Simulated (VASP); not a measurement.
# As (Cmmm) in VASP: a series of runs, part 2 of 2

VASP 6.6.1. Earlier steps stand in the parts before.

### Step 3. Single point, LDA (strain +0.0187 x Voigt [0, 0, 0, 1, 0, 0])

INCAR reads:

```
PREC     = Accurate       # precision mode
ENCUT    = 520            # plane-wave cutoff, eV
EDIFF    = 1E-7           # SCF threshold, eV
ISMEAR   = 0              # smearing method
SIGMA    = 0.15           # smearing width, eV
LREAL    = False          # projectors in reciprocal space
LASPH    = True           # aspherical terms in the spheres
NELM     = 60             # most SCF steps
ALGO     = Normal         # electronic algorithm
ISIF     = 2              # what is computed and relaxed
LWAVE    = False          # write WAVECAR
LCHARG   = False          # write CHGCAR
NBANDS   = 8              # bands
```

KPOINTS reads:

```
Automatic mesh
0
Gamma
  18 18 18
```

POSCAR reads:

```
As
1.0
    2.7036817444      0.0000000000      0.0000000000
    0.0000000000      2.7036817444      0.0252794243
    0.0000000000      0.0252794243      2.7036817444
As
1
Direct
    0.5000000000      0.5000000000      0.5000000000
```

Potentials or basis: VASP PAW LDA potentials, release 64 (As).

Launch:

```
$ cat potpaw_LDA.64/As/POTCAR > POTCAR
$ mpirun -np 1 vasp_std > vasp.out
```

OUTCAR:

```text
PREC = Accurate
   ENCUT = 520
   EDIFF = 1E-7
   ISMEAR = 0
   LREAL = False
   LASPH = True
   NELM = 60
   ISIF = 2

 ion  position               nearest neighbor table
   1  0.500  0.500  0.500-

  LATTYP: Found a base centered orthorhombic cell.
 ALAT       =     3.7878328866
 B/A-ratio  =     1.0188764952
 C/A-ratio  =     0.7137806301

  Lattice vectors:

 A1 = (   0.0000000000,  -0.0252794243,  -2.7036817444)
 A2 = (   0.0000000000,   2.7036817444,   0.0252794243)
 A3 = (   2.7036817444,   0.0000000000,   0.0000000000)

Analysis of symmetry for initial positions (statically):
=====================================================================
 Subroutine PRICEL returns:
 Original cell was already a primitive cell.

 Routine SETGRP: Setting up the symmetry group for a
 base centered orthorhombic supercell.

 Subroutine GETGRP returns: Found  8 space group operations
 (whereof  8 operations were pure point group operations)
 out of a pool of  8 trial point group operations.

The static configuration has the point symmetry D_2h.

Analysis of symmetry for dynamics (positions and initial velocities):
=====================================================================
 Subroutine PRICEL returns:
 Original cell was already a primitive cell.

 Routine SETGRP: Setting up the symmetry group for a
 base centered orthorhombic supercell.

 Subroutine GETGRP returns: Found  8 space group operations
 (whereof  8 operations were pure point group operations)
 out of a pool of  8 trial point group operations.

The dynamic configuration has the point symmetry D_2h.

 Subroutine INISYM returns: Found  8 space group operations
 (whereof  8 operations are pure point group operations),
 and found     1 'primitive' translations

[... 106 lines left out ...]
   EFERMI =   0.00;   METHOD = LEGACY
   ISMEAR =     0;   SIGMA  =   0.15  broadening in eV -4-tet -1-fermi 0-gaus
   EFERMI_NEDOS =   21; number of points for ismear=-14 and -15
   IALGO  =     38    algorithm
   IMIX   =      4    mixing-type and parameters
     AMIX     =   0.40;   BMIX     =  1.00
     AMIX_MAG =   1.60;   BMIX_MAG =  1.00
  volume/ion in A,a.u.               =      19.76       133.36
  Fermi-wavevector in a.u.,A,eV,Ry     =   1.035433  1.956684 14.587093  1.072121
  Thomas-Fermi vector in A             =   2.169776
   LORBIT       =      0    0 simple, 1 ext, 2 COOP (PROOUT), +10 PAW based schemes
   GGA     = CA    functional components
   LHFCALC =     F    Hartree Fock is set to
   AEXX    =    0.0000 exact exchange contribution
   IVDW    =     0    specifies the selected vdW correction
   LEPSILON=     F    determine dielectric tensor
   LRPA    =     F    only Hartree local field effects (RPA)
 non-spin polarized calculation
 Gauss-broadening in eV      SIGMA  =   0.15
  energy-cutoff  :      520.00
  volume of cell :       19.76
 maximum number of plane-waves:       552
   NGX = 11   NGY = 11   NGZ = 11

 number of electron       5.0000001 magnetization

 Free energy of the ion-electron system (eV)
  ---------------------------------------------------
  ext. energy  EPLUGINS =         0.00000000
  ---------------------------------------------------
  free energy    TOTEN  =        -5.31814383 eV

  energy without entropy =       -5.31340325  energy(sigma->0) =       -5.31577354

 E-fermi :   5.9927     XC(G=0): -10.5910

 val. band max:        5.9910996277   @ k =   0.2778  -0.2222   0.2222
 cond. band min:       6.0019316238   @ k =   0.0556  -0.3333   0.2222
 fundamental gap:      0.0108319962
 Fermi energy:         5.9926655638

 k-point     1 :       0.0000    0.0000    0.0000
  band No.  band energies     occupation
      1      -9.0433      2.00000
      2       9.9900      0.00000
      3      10.0429      0.00000
      4      10.1028      0.00000
      5      14.5257      0.00000
      6      14.5307      0.00000
      7      16.3603      0.00000
      8      30.7887      0.00000
[... 243 lines left out ...]
 k-point    24 :       0.1667    0.1111    0.0000
  band No.  band energies     occupation
      1      -8.3110      2.00000
      2       6.1751      0.08539
      3       8.1794      0.00000
      4      10.6796      0.00000
      5      15.7309      0.00000
      6      18.2697      0.00000
      7      20.0959      0.00000
      8      24.0740      0.00000

 [... further k-points ...]
[... 5 lines left out ...]
  --------------------------------------------------------------------------------------
  -------------------------------------------------------------------------------------
  Total       -0.3063140     -0.2979756     -0.2979756      0.0000000     -0.0614199      0.0000000
  in kB      -24.8341130    -24.1580854    -24.1580854      0.0000000     -4.9795564      0.0000000
  external PRESSURE =     -24.3834279 kB  Pullay stress =       0.0000000 kB

 VOLUME and BASIS-vectors are now :
 -----------------------------------------------------------------------------
  energy-cutoff  :      520.00
  volume of cell :       19.76
      direct lattice vectors                 reciprocal lattice vectors
     2.703681744  0.000000000  0.000000000     0.369866018  0.000000000  0.000000000
     0.000000000  2.703681744  0.025279424     0.000000000  0.369898355 -0.003458550
     0.000000000  0.025279424  2.703681744     0.000000000 -0.003458550  0.369898355

 POSITION                                       TOTAL-FORCE (eV/Angst)
 -----------------------------------------------------------------------------------
      1.35184      1.36448      1.36448         0.000000      0.000000     -0.000000
 -----------------------------------------------------------------------------------
    total drift:                                0.000000      0.000000      0.000000

  FREE ENERGIE OF THE ION-ELECTRON SYSTEM (eV)
  ---------------------------------------------------
  free  energy   TOTEN  =        -5.3181438297 eV

  energy  without entropy=       -5.3134032451  energy(sigma->0) =       -5.31577354
```

stdout:

```text
POSCAR found type information on POSCAR As
 POSCAR found :  1 types and       1 ions
 scaLAPACK will be used
 LDA part: xc-table for (Slater(with rela. corr.)+CA(PZ))
 , standard interpolation
 POSCAR, INCAR and KPOINTS ok, starting setup
 FFT: planning ... GRIDC
 FFT: planning ... GRID_SOFT
 FFT: planning ... GRID
 WAVECAR not read
 entering main loop
```

Wall time 52 s (1 thread of Intel Xeon 6975P-C (Granite Rapids), shared host); peak memory 0.24 GiB.

Results:

- Free energy: -5.3181 eV
- Pressure: -2.4 GPa

Stress tensor (GPa, compression positive):
```
-2.48  0.00  0.00
 0.00 -2.42 -0.50
 0.00 -0.50 -2.42
```

Caveat: the cell differs from its parent crystal (strain +0.0187 x Voigt [0, 0, 0, 1, 0, 0]).
